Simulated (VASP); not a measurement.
# MgO (Cmcm) in VASP: notebook, part 2 of 2

VASP 6.6.1.

## Step 5: Single point, LDA (strain +0.0050 x Voigt [1, 0, 0, 0, 0, 0])

INCAR reads:

```
PREC     = Accurate       # precision mode
ENCUT    = 520            # plane-wave cutoff, eV
EDIFF    = 1E-7           # SCF threshold, eV
ISMEAR   = 0              # smearing method
SIGMA    = 0.05           # smearing width, eV
LREAL    = False          # projectors in reciprocal space
LASPH    = True           # aspherical terms in the spheres
NELM     = 80             # most SCF steps
ALGO     = Normal         # electronic algorithm
ISIF     = 2              # what is computed and relaxed
LWAVE    = False          # write WAVECAR
LCHARG   = True           # write CHGCAR
GGA      = CA             # functional
LELF     = True           # ELF
LVHAR    = True         
NBANDS   = 16             # bands
```

KPOINTS reads:

```
Automatic mesh
0
Gamma
  6 6 6
```

POSCAR reads:

```
MgO
1.0
    3.5038097520      0.0000000000      0.0000000000
   -1.7519048760      3.0192917963      0.0000000000
    0.0000000000      0.0000000000      4.1780412200
Mg O
2 2
Direct
    0.6666666667      0.3333333333      0.7500000000
    0.3333333333      0.6666666667      0.2500000000
    0.6666666667      0.3333333333      0.2500000000
    0.3333333333      0.6666666667      0.7500000000
```

Potentials or basis: VASP PAW LDA potentials, release 64 (Mg, O).

The run is started by

```
> cat potpaw_LDA.64/Mg/POTCAR potpaw_LDA.64/O/POTCAR > POTCAR
> mpirun -np 1 vasp_std > vasp.out
```

OUTCAR:

```text
PREC = Accurate
   ENCUT = 520
   EDIFF = 1E-7
   ISMEAR = 0
   LREAL = False
   LASPH = True
   NELM = 80
   ISIF = 2
   GGA = CA

 ion  position               nearest neighbor table
   1  0.667  0.333  0.750-   4 2.01   4 2.02   4 2.02   3 2.09   3 2.09   2 2.90   2 2.90   2 2.91
                             2 2.91   2 2.91   2 2.91
   2  0.333  0.667  0.250-   3 2.01   3 2.02   3 2.02   4 2.09   4 2.09   1 2.90   1 2.90   1 2.91
                             1 2.91   1 2.91   1 2.91
   3  0.667  0.333  0.250-   2 2.01   2 2.02   2 2.02   1 2.09   1 2.09
   4  0.333  0.667  0.750-   1 2.01   1 2.02   1 2.02   2 2.09   2 2.09

  Warning from LATTYP: Monoclinic adjustment (A1->A3, A2->A1, A3->A2)!
  LATTYP: Found a base centered orthorhombic cell.
 ALAT       =     3.5038097520
 B/A-ratio  =     1.7234336394
 C/A-ratio  =     1.1924281042

  Lattice vectors:

 A1 = (   1.7519048760,  -3.0192917963,   0.0000000000)
 A2 = (   1.7519048760,   3.0192917963,   0.0000000000)
 A3 = (   0.0000000000,   0.0000000000,   4.1780412200)

Analysis of symmetry for initial positions (statically):
=====================================================================
 Subroutine PRICEL returns:
[... 175 lines left out ...]

  energy without entropy =      -26.48830576  energy(sigma->0) =      -26.48830576

 E-fermi :   1.8508     XC(G=0): -10.5780

 val. band max:        1.6423730109   @ k =   0.0000   0.0000   0.0000
 cond. band min:       4.9541641364   @ k =   0.0000   0.0000   0.0000
 fundamental gap:      3.3117911255
 Fermi energy:         1.8507952028

 k-point     1 :       0.0000    0.0000    0.0000
  band No.  band energies     occupation
      1     -14.9909      2.00000
      2     -13.5254      2.00000
      3      -2.0365      2.00000
      4      -0.1142      2.00000
      5      -0.1026      2.00000
      6       0.8379      2.00000
[... 433 lines left out ...]
      3      -1.9461      2.00000
      4      -1.3044      2.00000
      5      -0.7522      2.00000
      6      -0.0671      2.00000
[... 8 lines left out ...]
     15      15.6521      0.00000
     16      16.7331      0.00000

 [... further k-points ...]
[... 5 lines left out ...]
  --------------------------------------------------------------------------------------
  -------------------------------------------------------------------------------------
  Total       -1.8962402     -1.6608919     -1.6895718      0.0000000      0.0000000      0.0000000
  in kB      -68.7362124    -60.2051489    -61.2447547      0.0000000      0.0000000      0.0000000
  external PRESSURE =     -63.3953720 kB  Pullay stress =       0.0000000 kB

 VOLUME and BASIS-vectors are now :
 -----------------------------------------------------------------------------
  energy-cutoff  :      520.00
  volume of cell :       44.20
      direct lattice vectors                 reciprocal lattice vectors
     3.503809752  0.000000000  0.000000000     0.285403624  0.165601748  0.000000000
    -1.751904876  3.019291796  0.000000000     0.000000000  0.331203497  0.000000000
     0.000000000  0.000000000  4.178041220     0.000000000  0.000000000  0.239346609

 POSITION                                       TOTAL-FORCE (eV/Angst)
 -----------------------------------------------------------------------------------
      1.75190      1.00643      3.13353         0.000000      0.035082      0.000000
     -0.00000      2.01286      1.04451        -0.000000     -0.035082     -0.000000
      1.75190      1.00643      1.04451         0.000000      0.040687     -0.000000
     -0.00000      2.01286      3.13353         0.000000     -0.040687      0.000000
 -----------------------------------------------------------------------------------
    total drift:                               -0.000000      0.000000     -0.000000

  FREE ENERGIE OF THE ION-ELECTRON SYSTEM (eV)
  ---------------------------------------------------
  free  energy   TOTEN  =       -26.4883057640 eV

  energy  without entropy=      -26.4883057640  energy(sigma->0) =      -26.48830576
```

OSZICAR:

```text
N       E                     dE             d eps       ncg     rms          rms(c)
DAV:   1     0.565460143620E+02    0.56546E+02   -0.76065E+03  1672   0.887E+02
DAV:   2    -0.267537647011E+02   -0.83300E+02   -0.76584E+02  2352   0.195E+02
DAV:   3    -0.304919957242E+02   -0.37382E+01   -0.37255E+01  1912   0.421E+01
DAV:   4    -0.305068475247E+02   -0.14852E-01   -0.14851E-01  1976   0.313E+00
DAV:   5    -0.305069177049E+02   -0.70180E-04   -0.70180E-04  1904   0.201E-01    0.109E+01
DAV:   6    -0.266764525457E+02    0.38305E+01   -0.10091E+01  1736   0.245E+01    0.361E+00
DAV:   7    -0.265601466646E+02    0.11631E+00   -0.18309E-01  1664   0.340E+00    0.206E+00
DAV:   8    -0.264912907905E+02    0.68856E-01   -0.12334E-01  1872   0.333E+00    0.537E-01
DAV:   9    -0.264881667346E+02    0.31241E-02   -0.73462E-03  1864   0.728E-01    0.114E-01
DAV:  10    -0.264883110931E+02   -0.14436E-03   -0.11473E-04  1720   0.920E-02    0.146E-02
DAV:  11    -0.264883073072E+02    0.37859E-05   -0.21961E-05  2184   0.364E-02    0.130E-02
DAV:  12    -0.264883058768E+02    0.14304E-05   -0.30181E-06  1736   0.138E-02    0.296E-03
DAV:  13    -0.264883057712E+02    0.10560E-06   -0.19740E-07  1712   0.391E-03    0.607E-04
DAV:  14    -0.264883057640E+02    0.71709E-08   -0.54617E-09   912   0.684E-04
   1 F= -.26488306E+02 E0= -.26488306E+02  d E =-.371256E-11
```

stdout:

```text
POSCAR found type information on POSCAR MgO
 POSCAR found :  2 types and       4 ions
 scaLAPACK will be used
 LDA part: xc-table for (Slater(with rela. corr.)+CA(PZ))
 , standard interpolation
 POSCAR, INCAR and KPOINTS ok, starting setup
 FFT: planning ... GRIDC
 FFT: planning ... GRID_SOFT
 FFT: planning ... GRID
 WAVECAR not read
 entering main loop
```

Run time: 60 s. Hardware: 1 thread of Intel Xeon 6975P-C, shared host; peak memory 0.17 GiB.

Results:

```yaml
Free_energy: -26.4883 eV
Pressure: -6.3 GPa
Largest_force: 0.041 eV/Å
Band_gap_on_the_k_mesh: 3.31 eV, direct
```

Forces in eV/Å, atoms in the order of the input:
```
Mg   0.000  0.035  0.000
Mg   0.000 -0.035  0.000
O    0.000  0.041  0.000
O    0.000 -0.041  0.000
```

Caveat: the cell differs from its parent crystal (strain +0.0050 x Voigt [1, 0, 0, 0, 0, 0]).

## Step 6: Single point, LDA (strain +0.0100 x Voigt [1, 0, 0, 0, 0, 0])

INCAR reads:

```
SYSTEM = MgO
ALGO = Normal
EDIFF = 1E-6
ENCUT = 520
ISIF = 2
ISMEAR = 0
LASPH = .TRUE.
LCHARG = .FALSE.
LREAL = .FALSE.
LWAVE = .FALSE.
NBANDS = 16
NELM = 100
PREC = Accurate
SIGMA = 0.05
```

KPOINTS reads:

```
k-points
0
G
  6 6 6
  0 0 0
```

Edit POSCAR of step 5 so:

```diff
@@ -2,4 +2,4 @@
 1.0
-    3.5038097520      0.0000000000      0.0000000000
-   -1.7519048760      3.0192917963      0.0000000000
+    3.5212416413      0.0000000000      0.0000000000
+   -1.7606208207      3.0192917963      0.0000000000
     0.0000000000      0.0000000000      4.1780412200
```

Potentials or basis: VASP PAW LDA potentials, release 64 (Mg, O).

The run is started by

```
> cat potpaw_LDA.64/Mg/POTCAR potpaw_LDA.64/O/POTCAR > POTCAR
> mpirun -np 1 vasp_std > vasp.out
```

Run time: 52 s. Hardware: 1 thread of Intel Xeon 6975P-C, shared host; peak memory 0.16 GiB.

Results (log left out):

```
Free energy            : -26.4783 eV
Pressure               : -6.9 GPa
Largest force          : 0.079 eV/Å
Band gap on the k mesh : 3.29 eV, direct
```

Forces on the atoms (eV/Å):
```
Mg   0.000  0.069  0.000
Mg   0.000 -0.069  0.000
O    0.000  0.079  0.000
O    0.000 -0.079  0.000
```

Stress tensor (GPa, compression positive):
```
-7.97  0.00  0.00
 0.00 -6.30  0.00
 0.00  0.00 -6.48
```

Levels at points of the mesh, in eV from the valence-band top:
```
           k point  band 6  band 7  band 8  band 9  band 10  band 11
(0.00, 0.00, 0.00)   -0.80   -0.77    0.00    3.29     9.18    12.04
(0.50, 0.00, 0.00)   -1.96   -1.30   -0.49    6.80     8.84     9.68
(0.00, 0.50, 0.00)   -1.95   -1.32   -0.51    6.76     8.83     9.69
(0.00, 0.00, 0.50)   -1.29   -1.27   -1.27    6.30     6.30    12.45
(0.50, 0.00, 0.50)   -1.53   -0.81   -0.81    7.13     7.13    11.66
(0.00, 0.50, 0.50)   -1.56   -0.81   -0.81    7.11     7.11    11.70
```

Caveat: the cell differs from its parent crystal (strain +0.0100 x Voigt [1, 0, 0, 0, 0, 0]).

## Step 7: Summary

```tsv
cell	gap on the mesh (eV)	pressure (GPa)	largest force (eV/Å)
a = 3.434, b = 3.473, c = 4.178 Å, angles 90.0, 90.0, 119.6°, 4 atoms	3.40	-3.8	0.14
a = 3.469, b = 3.482, c = 4.178 Å, angles 90.0, 90.0, 119.9°, 4 atoms	3.36	-5.1	0.04
a = 3.539, b = 3.500, c = 4.178 Å, angles 90.0, 90.0, 120.4°, 4 atoms	3.27	-7.5	0.12
a = 3.504, b = 3.491, c = 4.178 Å, angles 90.0, 90.0, 120.1°, 4 atoms	3.31	-6.3	0.04
a = 3.521, b = 3.495, c = 4.178 Å, angles 90.0, 90.0, 120.2°, 4 atoms	3.29	-6.9	0.08
```

Alike in all rows: task single point; level LDA; potentials or basis VASP PAW LDA potentials, release 64 (Mg, O); no spin polarisation; k mesh 6 × 6 × 6; cutoff (eV) 520; smearing gaussian 0.05 eV.

Absolute energies hang on the potentials; compare differences alone.
